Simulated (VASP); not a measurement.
Here is a VASP 6.6.1 calculation.

INCAR

```
SYSTEM = Pt
PREC     = Accurate       ! precision mode
ENCUT    = 520            ! plane-wave cutoff, eV
EDIFF    = 1E-6           ! SCF threshold, eV
ISMEAR   = 0              ! smearing method
SIGMA    = 0.1            ! smearing width, eV
LREAL    = .FALSE.        ! projectors in reciprocal space
LASPH    = .TRUE.         ! aspherical terms in the spheres
NELM     = 60             ! most SCF steps
ALGO     = Normal         ! electronic algorithm
ISIF     = 2              ! what is computed and relaxed
LWAVE    = .FALSE.        ! write WAVECAR
LCHARG   = .FALSE.        ! write CHGCAR
GGA      = PE             ! functional
ISYM     = 0            
NBANDS   = 11             ! bands
```

Contents of KPOINTS:

```
regular mesh
0
G
  12 12 15
  0 0 0
```

The input POSCAR:

```
Pt
1.0
    2.8072945026      0.0000000000      0.0000000000
   -1.4036472513      2.4311883552      0.0000000000
    1.4036472513      0.8103961184      2.2921463630
Pt
1
Direct
    0.0000000000      0.0000000000      0.0000000000
```

Potentials or basis: VASP PAW PBE potentials, release 64 (Pt).

The run is started by

```bash
$ cat potpaw_PBE.64/Pt/POTCAR > POTCAR
$ mpirun -np 1 vasp_std > vasp.out
```

Q: What does it give for the band gap on the k mesh?

A: Zero (bands 5 and 6 overlap by 2.09 eV).

Q: Predict the pressure.

A: -0.4 GPa.

Caveat: spin-orbit coupling is left out, which moves the levels of the heavy elements.
